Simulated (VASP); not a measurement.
A run of VASP 6.6.1:

The input POSCAR:

```
TiSi
1.0
    1.7616926600     -2.0540952800      0.0000000000
    1.7616926600      2.0540952800      0.0000000000
    0.0000000000      0.0000000000      3.7468749900
Ti Si
1 1
Direct
    0.5000000000      0.5000000000      0.0000000000
    0.0000000000      0.0000000000      0.5000000000
```

The input INCAR.step1:

```
ALGO = Normal
EDIFF = 1E-4
ENCUT = 520
GGA = PE
ISMEAR = 0
LASPH = T
LCHARG = F
LREAL = F
LWAVE = T
NBANDS = 15
NELM = 60
PREC = Accurate
SIGMA = 0.15
```

INCAR.step2

```
ALGO = Normal
EDIFF = 1E-6
ENCUT = 520
ISIF = 2
ISMEAR = 0
ISTART = 1
LASPH = T
LCHARG = F
LMIXTAU = T
LREAL = F
LWAVE = F
METAGGA = R2SCAN
NBANDS = 15
NELM = 60
PREC = Accurate
SIGMA = 0.15
```

KPOINTS

```
k-points
0
Gamma
  18 18 12
```

Potentials or basis: VASP PAW PBE potentials, release 64 (Ti_sv, Si).

Launch:

```console
$ cat potpaw_PBE.64/Ti_sv/POTCAR potpaw_PBE.64/Si/POTCAR > POTCAR
$ cp INCAR.step1 INCAR
$ mpirun -np 1 vasp_std > vasp.out
$ cp INCAR.step2 INCAR
$ mpirun -np 1 vasp_std > vasp.out
```

Hardware: 1 thread of Intel(R) Xeon(R) 6975P-C (Granite Rapids) (shared host).

**Question.** How long does it take, and how much memory?

**Answer.** Wall time 5.7 min on 1 thread of Intel(R) Xeon(R) 6975P-C (Granite Rapids), on a shared host, peak memory 0.35 GiB. Counts: k points 637.
